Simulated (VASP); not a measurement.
# AgI (F-43m) in VASP: notebook, part 2 of 2

VASP 6.6.1. Earlier steps stand in the parts before.

## 4. Vibrations by perturbation theory, LDA

This run uses another cell than the first one, of 30.64 Å³/atom.

INCAR

```
SYSTEM = AgI
PREC = Accurate
ENCUT = 500
EDIFF = 1E-8
ISMEAR = 0
SIGMA = 0.01
LREAL = .FALSE.
LASPH = .TRUE.
NELM = 120
ALGO = Normal
ISIF = 2
LWAVE = .FALSE.
LCHARG = .TRUE.
GGA = CA
IBRION = 8
NSW = 1
GGA_COMPAT = .FALSE.
```

KPOINTS

```
regular mesh
0
G
  6 6 6
  0 0 0
```

POSCAR

```
AgI
1.0
    3.1292000273      3.1292000273      0.0000000000
   -3.1292000273      3.1292000273      0.0000000000
    0.0000000000      3.1292000273      3.1292000273
Ag I
1 1
Direct
    0.0000000000      0.0000000000      0.0000000000
    0.7500000000      0.2500000000      0.5000000000
```

Potentials or basis: VASP PAW LDA potentials, release 64 (Ag, I).

The run is started by

```sh
> cat potpaw_LDA.64/Ag/POTCAR potpaw_LDA.64/I/POTCAR > POTCAR
> mpirun -np 1 vasp_std > vasp.out
```

OUTCAR:

```text
SYSTEM = AgI
   PREC = Accurate
   ENCUT = 500
   EDIFF = 1E-8
   ISMEAR = 0
   LREAL = .FALSE.
   LASPH = .TRUE.
   NELM = 120
   ISIF = 2
   GGA = CA
   IBRION = 8
   NSW = 1

 ion  position               nearest neighbor table
   1  0.000  0.000  0.000-   2 2.71   2 2.71   2 2.71   2 2.71
   2  0.750  0.250  0.500-   1 2.71   1 2.71   1 2.71   1 2.71

  LATTYP: Found a face centered cubic cell.
 ALAT       =     6.2584000546

  Lattice vectors:

 A1 = (   0.0000000000,   3.1292000273,   3.1292000273)
 A2 = (   3.1292000273,   0.0000000000,   3.1292000273)
 A3 = (   3.1292000273,   3.1292000273,   0.0000000000)

Analysis of symmetry for initial positions (statically):
=====================================================================
 Subroutine PRICEL returns:
 Original cell was already a primitive cell.

[... 475 lines left out ...]

 INTERNAL STRAIN TENSOR  FOR ION    2  DIRECTION 1   (eV/Angst):
 -----------------------------------------------------------------------------
     0.01566  0.00000  0.00000
     0.00000 -0.02987  6.54476
     0.00000  6.54476 -0.02987

 INTERNAL STRAIN TENSOR FOR ION    2 for displacements in x,y,z  (eV/Angst):
          X           Y           Z          XY          YZ          ZX
  --------------------------------------------------------------------------------
  x     0.00000     0.00000     0.00000     0.00000     6.54476     0.00000
  y     0.00000    -0.00000     0.00000     0.00000     0.00000     6.54476
  z     0.00000     0.00000     0.00000     6.54476     0.00000     0.00000

 SECOND DERIVATIVES (NOT SYMMETRIZED)
 ------------------------------------
               1X          1Y          1Z          2X          2Y          2Z
  1X    -3.662999    0.000000    0.000000    3.662999    0.000000    0.000000
  1Y     0.000000   -3.662999    0.000000    0.000000    3.662999    0.000000
  1Z     0.000000    0.000000   -3.662999    0.000000    0.000000    3.662999
  2X     3.667680    0.000000   -0.000000   -3.667680   -0.000000    0.000000
  2Y    -0.000000    3.667680    0.000000    0.000000   -3.667680   -0.000000
  2Z    -0.000000    0.000000    3.667680    0.000000   -0.000000   -3.667680

 Eigenvectors and eigenvalues of the dynamical matrix
 ----------------------------------------------------

   1 f  =    3.919546 THz    24.627236 2PiTHz  130.741994 cm-1    16.209934 meV
             X         Y         Z           dx          dy          dz
      0.000000  0.000000  0.000000    -0.000000    0.734999   -0.000000
      1.564600  4.693800  1.564600     0.000000   -0.678068    0.000000
[... 21 lines left out ...]
   6 f/i=    0.001247 THz     0.007838 2PiTHz    0.041609 cm-1     0.005159 meV
             X         Y         Z           dx          dy          dz
      0.000000  0.000000  0.000000    -0.153383   -0.660492    0.000000
      1.564600  4.693800  1.564600    -0.166261   -0.715948    0.000000

--------------------------------------------------------------------------------------------------------

 ELASTIC MODULI CONTR FROM IONIC RELAXATION (kBar)
 Direction    XX          YY          ZZ          XY          YZ          ZX
 --------------------------------------------------------------------------------
 XX          -0.0000     -0.0000      0.0000     -0.0000     -0.0000      0.0000
 YY          -0.0000     -0.0000      0.0000     -0.0000     -0.0000      0.0000
 ZZ           0.0000      0.0000     -0.0000     -0.0000      0.0000     -0.0000
 XY          -0.0000     -0.0000     -0.0000   -320.8655     -0.0000      0.0000
 YZ          -0.0000     -0.0000      0.0000     -0.0000   -320.8655     -0.0000
 ZX           0.0000      0.0000     -0.0000      0.0000     -0.0000   -320.8655
 --------------------------------------------------------------------------------
```

It took 1.8 min on 1 thread of Intel Xeon 8259CL, shared host; peak memory 0.25 GiB.

What came out:

- Highest phonon frequency at Γ, LO-TO splitting left out: 131 cm⁻¹

Phonon frequencies in cm⁻¹ (negative: imaginary):
```
              q point        frequencies
(0.000, 0.000, 0.000)  0 0 0 131 131 131
```

Caveat: the cell stands under pressure or tension, which shifts response properties; spin-orbit coupling is left out, which moves the levels of the heavy elements.

## 5. Vibrations by perturbation theory, LDA

This run uses another cell than the first one, of 31.97 Å³/atom.

INCAR

```
SYSTEM = AgI
PREC     = Accurate       ! precision mode
ENCUT    = 500            ! plane-wave cutoff, eV
EDIFF    = 1E-8           ! SCF threshold, eV
ISMEAR   = 0              ! smearing method
SIGMA    = 0.01           ! smearing width, eV
LREAL    = .False.        ! projectors in reciprocal space
LASPH    = .True.         ! aspherical terms in the spheres
NELM     = 120            ! most SCF steps
ALGO     = Normal         ! electronic algorithm
ISIF     = 2              ! what is computed and relaxed
LWAVE    = .False.        ! write WAVECAR
LCHARG   = .False.        ! write CHGCAR
NBANDS   = 16             ! bands
IBRION   = 8              ! ionic algorithm
NSW      = 1              ! ionic steps
GGA_COMPAT= .False.
```

KPOINTS

```
regular mesh
0
Gamma
  6 6 6
  0 0 0
```

POSCAR

```
AgI
1.0
    3.1739602599      3.1739602599      0.0000000000
   -3.1739602599      3.1739602599      0.0000000000
    0.0000000000      3.1739602599      3.1739602599
Ag I
1 1
Direct
    0.0000000000      0.0000000000      0.0000000000
    0.7500000000      0.2500000000      0.5000000000
```

Potentials or basis: VASP PAW LDA potentials, release 64 (Ag, I).

The run is started by

```sh
> cat potpaw_LDA.64/Ag/POTCAR potpaw_LDA.64/I/POTCAR > POTCAR
> mpirun -np 1 vasp_std > vasp.out
```

OUTCAR:

```text
SYSTEM = AgI
   PREC = Accurate
   ENCUT = 500
   EDIFF = 1E-8
   ISMEAR = 0
   LREAL = .False.
   LASPH = .True.
   NELM = 120
   ISIF = 2
   IBRION = 8
   NSW = 1

 ion  position               nearest neighbor table
   1  0.000  0.000  0.000-   2 2.75   2 2.75   2 2.75   2 2.75
   2  0.750  0.250  0.500-   1 2.75   1 2.75   1 2.75   1 2.75

  LATTYP: Found a face centered cubic cell.
 ALAT       =     6.3479205198

  Lattice vectors:

 A1 = (   0.0000000000,   3.1739602599,   3.1739602599)
 A2 = (   3.1739602599,   0.0000000000,   3.1739602599)
 A3 = (   3.1739602599,   3.1739602599,   0.0000000000)

Analysis of symmetry for initial positions (statically):
=====================================================================
 Subroutine PRICEL returns:
 Original cell was already a primitive cell.

 Routine SETGRP: Setting up the symmetry group for a
 face centered cubic supercell.
[... 522 lines left out ...]

 INTERNAL STRAIN TENSOR  FOR ION    2  DIRECTION 1   (eV/Angst):
 -----------------------------------------------------------------------------
     0.01038  0.00000  0.00000
     0.00000 -0.02690  5.03058
    -0.00000  5.03058 -0.02690

 INTERNAL STRAIN TENSOR FOR ION    2 for displacements in x,y,z  (eV/Angst):
          X           Y           Z          XY          YZ          ZX
  --------------------------------------------------------------------------------
  x    -0.00000     0.00000     0.00000    -0.00000     5.03058     0.00000
  y     0.00000     0.00000     0.00000     0.00000    -0.00000     5.03058
  z     0.00000     0.00000    -0.00000     5.03058     0.00000     0.00000

 SECOND DERIVATIVES (NOT SYMMETRIZED)
 ------------------------------------
               1X          1Y          1Z          2X          2Y          2Z
  1X    -2.979580   -0.000000    0.000000    2.979580    0.000000   -0.000000
  1Y     0.000000   -2.979580   -0.000000   -0.000000    2.979580    0.000000
  1Z     0.000000   -0.000000   -2.979580   -0.000000    0.000000    2.979580
  2X     2.972778    0.000000   -0.000000   -2.972778   -0.000000    0.000000
  2Y    -0.000000    2.972778    0.000000    0.000000   -2.972778   -0.000000
  2Z    -0.000000    0.000000    2.972778    0.000000   -0.000000   -2.972778

 Eigenvectors and eigenvalues of the dynamical matrix
 ----------------------------------------------------

   1 f  =    3.532154 THz    22.193178 2PiTHz  117.819973 cm-1    14.607808 meV
             X         Y         Z           dx          dy          dz
      0.000000  0.000000  0.000000     0.735601    0.000000    0.000000
      1.586980  4.760940  1.586980    -0.677415   -0.000000    0.000000
[... 21 lines left out ...]
   6 f/i=    0.002011 THz     0.012636 2PiTHz    0.067082 cm-1     0.008317 meV
             X         Y         Z           dx          dy          dz
      0.000000  0.000000  0.000000    -0.583613   -0.336564   -0.070792
      1.586980  4.760940  1.586980    -0.633742   -0.365473   -0.076872

--------------------------------------------------------------------------------------------------------

 ELASTIC MODULI CONTR FROM IONIC RELAXATION (kBar)
 Direction    XX          YY          ZZ          XY          YZ          ZX
 --------------------------------------------------------------------------------
 XX          -0.0000      0.0000      0.0000     -0.0000      0.0000     -0.0000
 YY           0.0000     -0.0000     -0.0000     -0.0000     -0.0000      0.0000
 ZZ           0.0000     -0.0000     -0.0000      0.0000     -0.0000     -0.0000
 XY          -0.0000     -0.0000      0.0000   -226.6630      0.0000     -0.0000
 YZ           0.0000     -0.0000     -0.0000      0.0000   -226.6630      0.0000
 ZX          -0.0000      0.0000     -0.0000     -0.0000      0.0000   -226.6630
 --------------------------------------------------------------------------------
```

Wall time 3.2 min (1 thread of Intel Xeon 8259CL, shared host); peak memory 0.28 GiB.

Results:

```
Highest phonon frequency at Γ, LO-TO splitting left out : 118 cm⁻¹
```

Phonon frequencies in cm⁻¹ (negative: imaginary):
| q point | frequencies |
| --- | --- |
| (0.000, 0.000, 0.000) | 0 0 0 118 118 118 |

Caveat: spin-orbit coupling is left out, which moves the levels of the heavy elements.
